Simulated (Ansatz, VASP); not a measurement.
**K: VASP and Ansatz over several settings**

```xyz
1
Lattice="-2.6425 2.6425 2.6425 2.6425 -2.6425 2.6425 2.6425 2.6425 -2.6425" Properties=species:S:1:pos:R:3 pbc="T T T"
K     0.0000    0.0000    0.0000
```

Single points on this cell with VASP 6.6.1 and Ansatz 0.2.0. Each row is one pair of runs. Alike in all rows: spin: off; k mesh: 7 × 7 × 7; smearing: fermi-dirac, width 0.05 eV; VASP's potentials, cutoff: VASP PAW PBE potentials, release 64 (K_sv), 520 eV.

```tsv
level	Ansatz's potentials, cutoff	gap on the k mesh at the Fermi level (eV), VASP	gap on the k mesh at the Fermi level (eV), Ansatz	pressure (GPa), VASP	pressure (GPa), Ansatz
PBEsol	Ansatz PAW, 420 eV	none	none	-0.2	-0.1
PBEsol	JTH PAW, 690 eV	?	none	?	-0.1
r2SCAN	Ansatz PAW, 500 eV	none	none	0.1	0.1
```

Question: Fill in what VASP gave in row 2.

Answer: gap on the k mesh at the Fermi level (eV): none; pressure (GPa): -0.2.

A gap of «none» marks a metal or a gap that the smearing closes.
